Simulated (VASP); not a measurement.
Input of a VASP 6.6.1 run:

POSCAR

```
CsPbCl3
1.0
    5.6050000000      0.0000000000      0.0000000000
    0.0000000000      5.6050000000      0.0000000000
    0.0000000000      0.0000000000      5.6050000000
Pb Cs Cl
1 1 3
Direct
    0.5000000000      0.5000000000      0.5000000000
    0.0000000000      0.0000000000      0.0000000000
    0.5000000000      0.0000000000      0.5000000000
    0.0000000000      0.5000000000      0.5000000000
    0.5000000000      0.5000000000      0.0000000000
```

File INCAR.step1:

```
  ALGO = Normal
  EDIFF = 1E-4
  ENCUT = 600
  GGA = PE
  ISMEAR = -1
  LASPH = True
  LCHARG = False
  LREAL = False
  LWAVE = True
  NELM = 60
  PREC = Accurate
  SIGMA = 0.05
```

The input INCAR.step2:

```
  ALGO = Normal
  BPARAM = 11.95
  CPARAM = 0.0093
  EDIFF = 1E-6
  EDIFFG = -0.01
  ENCUT = 600
  IBRION = 2
  ISIF = 3
  ISMEAR = -1
  ISTART = 1
  IVDW_NL = 2
  LASPH = True
  LCHARG = False
  LMIXTAU = True
  LREAL = False
  LUSE_VDW = True
  LWAVE = False
  METAGGA = R2SCAN
  NELM = 60
  NSW = 60
  PREC = Accurate
  SIGMA = 0.05
```

KPOINTS

```
k-points
0
Gamma
  5 5 5
```

Potentials or basis: VASP PAW PBE potentials, release 64 (Pb_d, Cs_sv, Cl).

Run with:

```bash
$ cat potpaw_PBE.64/Pb_d/POTCAR potpaw_PBE.64/Cs_sv/POTCAR potpaw_PBE.64/Cl/POTCAR > POTCAR
$ cp INCAR.step1 INCAR
$ mpirun -np 1 vasp_std > vasp.out
$ cp INCAR.step2 INCAR
$ mpirun -np 1 vasp_std > vasp.out
```

Q: Estimate the relaxed volume.

A: 35.62 Å³/atom.

Q: What does it give for the band gap on the k mesh?

A: 3.32 eV.

Q: Estimate the relaxed cell.

A: a = 5.626 Å, b = 5.626 Å, c = 5.626 Å, α = 90.00°, β = 90.00°, γ = 90.00°.

Q: What does it give for the space group after relaxing (to 0.1 Å)?

A: Pm-3m (No. 221).

Final structure:
```yaml
crystal:
  lattice:
    - [5.62610, 0.00000, 0.00000]
    - [0.00000, 5.62610, 0.00000]
    - [0.00000, 0.00000, 5.62610]
  atoms:
    - { symbol: Pb, position: [0.50000, 0.50000, 0.50000] }
    - { symbol: Cs, position: [0.00000, 0.00000, 0.00000] }
    - { symbol: Cl, position: [0.50000, 0.00000, 0.50000] }
    - { symbol: Cl, position: [0.00000, 0.50000, 0.50000] }
    - { symbol: Cl, position: [0.50000, 0.50000, 0.00000] }
```

Caveat: the PAW data sets were made with another functional, which shifts forces and pressure a little; spin-orbit coupling is left out, which moves the levels of the heavy elements; an odd mesh through Γ misses points on the zone boundary, where band edges can lie. r2SCAN opens gaps a little over a GGA but as a rule still falls short of measured ones.
